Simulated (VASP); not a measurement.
A run of VASP 6.6.1:

INCAR

```
  PREC = Accurate
  ENCUT = 600
  EDIFF = 1E-6
  ISMEAR = 0
  SIGMA = 0.02
  LREAL = False
  LASPH = True
  NELM = 80
  ALGO = Normal
  ISIF = 3
  LWAVE = False
  LCHARG = False
  GGA = PS
  IBRION = 2
  NSW = 100
  EDIFFG = -0.002
```

Contents of KPOINTS:

```
Automatic mesh
0
Gamma
  9 9 6
```

The input POSCAR:

```
ZnS
1.0
    3.8230000000      0.0000000000      0.0000000000
   -1.9115000000      3.3108151187      0.0000000000
    0.0000000000      0.0000000000      6.2610000000
Zn S
2 2
Direct
    0.3333333333      0.6666666667      0.0000000000
    0.6666666667      0.3333333333      0.5000000000
    0.3333333333      0.6666666667      0.3750000000
    0.6666666667      0.3333333333      0.8750000000
```

Potentials or basis: VASP PAW PBE potentials, release 64 (Zn, S).

Run with:

```bash
$ cat potpaw_PBE.64/Zn/POTCAR potpaw_PBE.64/S/POTCAR > POTCAR
$ mpirun -np 1 vasp_std > vasp.out
```

Hardware: 1 thread of Intel(R) Xeon(R) Platinum 8488C (Sapphire Rapids), on a shared host.

Problem. Estimate the wall time of this run.

Solution. It took 7.4 min on 1 thread of Intel(R) Xeon(R) Platinum 8488C (Sapphire Rapids), with other jobs on the host, peak memory 0.28 GiB. Counts: scf iterations 80, k points 48, ion steps 14.
